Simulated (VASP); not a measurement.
Mg64Si32O (a cell with a defect): single point with PBEsol

System: Mg64Si32O (a cell with a defect).

```
CELL_PARAMETERS angstrom
12.64950 0.00000 0.00000
0.00000 12.64950 0.00000
0.00000 0.00000 12.64950
ATOMIC_POSITIONS crystal
Mg 0.37533 0.12365 0.12536
Mg 0.37578 0.12397 0.62620
Mg 0.37492 0.62453 0.12551
Mg 0.37951 0.61704 0.62915
Mg 0.87525 0.12523 0.12599
Mg 0.87498 0.12518 0.62569
Mg 0.87521 0.62511 0.12495
Mg 0.87483 0.62565 0.62571
Mg 0.12390 0.37508 0.12537
Mg 0.12426 0.37556 0.62618
Mg 0.12551 0.87501 0.12597
Mg 0.12533 0.87482 0.62569
Mg 0.62484 0.37462 0.12547
Mg 0.61744 0.37911 0.62935
Mg 0.62533 0.87492 0.12500
Mg 0.62587 0.87454 0.62572
Mg 0.12640 0.12615 0.37610
Mg 0.12466 0.12441 0.87563
Mg 0.12474 0.62488 0.37607
Mg 0.12365 0.62524 0.87638
Mg 0.62507 0.12456 0.37609
Mg 0.62553 0.12333 0.87642
Mg 0.63202 0.63167 0.37501
Mg 0.62489 0.62459 0.87503
Mg 0.12464 0.12438 0.12654
Mg 0.12557 0.12534 0.62578
Mg 0.12414 0.62442 0.12470
Mg 0.12540 0.62444 0.62660
Mg 0.62467 0.12385 0.12472
Mg 0.62465 0.12512 0.62660
Mg 0.62468 0.62439 0.12517
Mg 0.62300 0.62269 0.62267
Mg 0.37390 0.37367 0.37063
Mg 0.37415 0.37388 0.87870
Mg 0.37550 0.87506 0.37665
Mg 0.37481 0.87386 0.87465
Mg 0.87528 0.37528 0.37663
Mg 0.87416 0.37454 0.87466
Mg 0.87637 0.87616 0.37551
Mg 0.87519 0.87494 0.87583
Mg 0.37441 0.37414 0.12509
Mg 0.37368 0.37334 0.63462
Mg 0.37533 0.87443 0.12540
Mg 0.37551 0.87252 0.62568
Mg 0.87475 0.37505 0.12538
Mg 0.87280 0.37530 0.62565
Mg 0.87489 0.87466 0.12549
Mg 0.87661 0.87639 0.62572
Mg 0.37599 0.12451 0.37574
Mg 0.37390 0.12297 0.87633
Mg 0.37130 0.62785 0.37318
Mg 0.37437 0.62454 0.87638
Mg 0.87444 0.12557 0.37607
Mg 0.87503 0.12449 0.87557
Mg 0.87664 0.62557 0.37577
Mg 0.87397 0.62514 0.87453
Mg 0.12473 0.37576 0.37574
Mg 0.12324 0.37367 0.87628
Mg 0.12575 0.87429 0.37604
Mg 0.12475 0.87477 0.87558
Mg 0.62798 0.37127 0.37308
Mg 0.62485 0.37408 0.87643
Mg 0.62578 0.87635 0.37581
Mg 0.62537 0.87369 0.87450
Si 0.00009 0.99984 0.00105
Si 0.00158 0.00145 0.50025
Si 0.99833 0.49978 0.99957
Si 0.99969 0.50000 0.50150
Si 0.50002 0.99803 0.99961
Si 0.50024 0.99944 0.50151
Si 0.50000 0.49972 0.00075
Si 0.50327 0.50325 0.47695
Si 0.24888 0.24866 0.00147
Si 0.25300 0.25275 0.50192
Si 0.24978 0.74990 0.00075
Si 0.25059 0.74749 0.50333
Si 0.75018 0.24950 0.00075
Si 0.74755 0.25053 0.50333
Si 0.74988 0.74967 0.00040
Si 0.75301 0.75275 0.50152
Si 0.25043 0.99962 0.25130
Si 0.24979 0.99930 0.75004
Si 0.24799 0.50003 0.24831
Si 0.24748 0.49943 0.75355
Si 0.75022 0.00031 0.25027
Si 0.75047 0.99974 0.75047
Si 0.75072 0.50053 0.24988
Si 0.74886 0.50024 0.74907
Si 0.99987 0.25013 0.25133
Si 0.99956 0.24954 0.75003
Si 0.00056 0.75001 0.25023
Si 0.00000 0.75022 0.75050
Si 0.50028 0.24774 0.24830
Si 0.49970 0.24713 0.75365
Si 0.50080 0.75033 0.24998
Si 0.50048 0.74852 0.74903
O 0.48803 0.48728 0.61716
```

- Program: VASP 6.6.1
- Task: single point
- Functional: PBEsol
- Potentials or basis: VASP PAW PBE potentials, release 64 (Mg, Si, O)
- Cutoff: 520 eV
- k mesh: 1 × 1 × 1, shifted
- Occupations: fermi-dirac, width 0.05 eV
- Spin: no spin polarisation

```json
{
  "Pressure": "0.1 GPa",
  "Largest force": "0.070 eV/Å"
}
```

Forces on the atoms (eV/Å):
```
Mg   0.000  0.001  0.000
Mg  -0.002  0.001  0.000
Mg  -0.002  0.001  0.000
Mg   0.010 -0.013  0.001
Mg   0.000  0.001  0.000
Mg  -0.001  0.001  0.002
Mg   0.001 -0.001  0.000
Mg   0.000 -0.001  0.001
Mg   0.001  0.000  0.001
Mg   0.001 -0.003 -0.001
Mg   0.000 -0.001  0.000
Mg   0.001 -0.001  0.002
Mg   0.000 -0.001  0.002
Mg  -0.016  0.011  0.002
Mg   0.000  0.000  0.000
Mg  -0.001  0.000  0.000
Mg  -0.001 -0.001 -0.001
Mg   0.001  0.001 -0.001
Mg   0.002 -0.001 -0.001
Mg   0.002  0.001 -0.001
Mg  -0.001  0.000 -0.002
Mg   0.000  0.002  0.000
Mg   0.000  0.000 -0.002
Mg   0.000  0.001 -0.002
Mg   0.001  0.002 -0.002
Mg   0.001  0.000  0.001
Mg   0.001  0.000  0.000
Mg  -0.001  0.001 -0.001
Mg   0.000  0.001  0.000
Mg  -0.001  0.000 -0.001
Mg   0.000  0.000 -0.001
Mg  -0.009 -0.010  0.002
Mg   0.000  0.000  0.000
Mg   0.001  0.000 -0.002
Mg  -0.001  0.001 -0.002
Mg   0.000  0.001  0.001
Mg   0.001  0.000 -0.003
Mg   0.000  0.001  0.001
Mg  -0.003 -0.003  0.002
Mg   0.000  0.000  0.000
Mg   0.000  0.000  0.003
Mg   0.023  0.022 -0.001
Mg   0.000  0.000  0.000
Mg   0.000  0.001  0.002
Mg   0.000  0.000  0.000
Mg   0.003  0.000  0.003
Mg   0.000 -0.001  0.000
Mg  -0.003 -0.003 -0.001
Mg  -0.002  0.002 -0.002
Mg   0.000  0.001 -0.001
Mg  -0.001 -0.001 -0.001
Mg   0.001  0.003 -0.003
Mg   0.000  0.000 -0.002
Mg  -0.001  0.001 -0.001
Mg  -0.001 -0.002  0.000
Mg   0.001 -0.001  0.000
Mg   0.002 -0.002 -0.001
Mg   0.002  0.000 -0.002
Mg   0.000  0.000 -0.001
Mg   0.001 -0.002 -0.001
Mg  -0.002  0.002 -0.003
Mg   0.001  0.001 -0.004
Mg  -0.001 -0.001  0.000
Mg  -0.001  0.001  0.001
Si   0.000  0.000  0.000
Si   0.002  0.002  0.000
Si  -0.001 -0.001 -0.002
Si   0.000 -0.001  0.002
Si   0.000 -0.003 -0.001
Si   0.000  0.000  0.003
Si   0.000  0.000  0.002
Si   0.009  0.003 -0.059
Si  -0.001 -0.002  0.001
Si   0.001  0.001  0.001
Si   0.000 -0.001  0.001
Si   0.002 -0.002 -0.001
Si   0.000 -0.001  0.001
Si   0.001  0.000 -0.001
Si   0.000  0.000  0.002
Si   0.000  0.001  0.001
Si   0.000  0.000  0.001
Si   0.000  0.000  0.000
Si  -0.002  0.001  0.000
Si   0.002  0.000 -0.002
Si   0.001  0.000  0.001
Si   0.001  0.000  0.001
Si   0.000 -0.001  0.001
Si   0.001  0.001  0.002
Si  -0.001  0.001  0.001
Si   0.000  0.000  0.000
Si   0.000  0.001  0.001
Si   0.000  0.001  0.001
Si   0.001 -0.001  0.000
Si  -0.001 -0.001  0.000
Si  -0.002  0.000  0.001
Si   0.001  0.001  0.002
O   -0.021 -0.014  0.065
```

Stress tensor (GPa, compression positive):
```
 0.08 -0.37 -0.43
-0.37  0.07 -0.43
-0.43 -0.43  0.19
```

Levels at points of the mesh, in eV from the Fermi level:
```
           k point  band 129  band 130  band 131  band 132  band 133  band 134
(0.25, 0.25, 0.25)     -0.47     -0.31     -0.25      0.24      0.36      0.37
```

Run time: 12 min on 1 thread of Intel(R) Xeon(R) 6975P-C (Granite Rapids) (shared host), peak memory 1.7 GiB.

Caveat: the PAW data sets were made with another functional, which shifts forces and pressure a little.
